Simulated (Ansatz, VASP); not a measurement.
## CoW3 in VASP and in Ansatz

INCAR

```
SYSTEM = CoW3
  PREC = Accurate
  ENCUT = 520
  EDIFF = 1E-7
  ISMEAR = 0
  SIGMA = 0.1
  LREAL = .FALSE.
  LASPH = .TRUE.
  NELM = 60
  ALGO = Fast
  ISIF = 2
  LWAVE = .FALSE.
  LCHARG = .TRUE.
  GGA = PS
  LELF = .TRUE.
  LVHAR = .TRUE.
  NBANDS = 34
```

File KPOINTS:

```
Automatic mesh
0
G
  12 12 12
  0 0 0
```

Contents of POSCAR:

```
CoW3
1.0
    0.0000000000      3.1125110669      3.1125110669
    3.1125110669      0.0000000000      3.1125110669
    3.1125110669      3.1125110669      0.0000000000
W Co
3 1
Direct
    0.2500000000      0.2500000000      0.2500000000
    0.7500000000      0.7500000000      0.7500000000
    0.5000000000      0.5000000000      0.5000000000
    0.0000000000      0.0000000000      0.0000000000
```

Input for Ansatz:

```yaml
crystal:
  lattice:
    - [0.0, 3.1125110669, 3.1125110669]
    - [3.1125110669, 0.0, 3.1125110669]
    - [3.1125110669, 3.1125110669, 0.0]
  atoms:
    - { symbol: W, position: [0.25, 0.25, 0.25] }
    - { symbol: W, position: [0.75, 0.75, 0.75] }
    - { symbol: W, position: [0.5, 0.5, 0.5] }
    - { symbol: Co, position: [0.0, 0.0, 0.0] }
basis:
  ecutwfc: 420
kpoints:
  mp_grid: { grid: [12, 12, 12] }
hamiltonian:
  xc: pbesol
scf:
  occupations: { method: gaussian, width: 0.1 }
  lower_state_search: "off"
output:
  forces: true
  stress: true
  eigenvalues: true
```

Alike in both runs: task single point; functional PBEsol; k mesh 12 × 12 × 12; occupations gaussian, width 0.1 eV; no spin polarisation.

```csv
,VASP,Ansatz
version,VASP 6.6.1,Ansatz 0.2.0
potentials or method,"VASP PAW PBE potentials, release 64 (W_sv, Co), cutoff 520 eV","scalar-relativistic, plane waves, PAW"
valence electrons in the cell,51,59
```

|  | VASP | Ansatz | Ansatz less VASP |
| --- | --- | --- | --- |
| gap on the k mesh at the Fermi level (eV) | none | none | - |
| pressure (GPa) | -11.5 | -12.0 | -0.46 |

VASP's potentials were made for PBE, not for PBEsol. A gap of «none» marks a metal or a gap that the smearing closes. VASP's potentials hold 51 valence electrons a cell and Ansatz's 59, so a difference there can come from the potentials and not from the codes.

Spin-orbit coupling is off throughout.
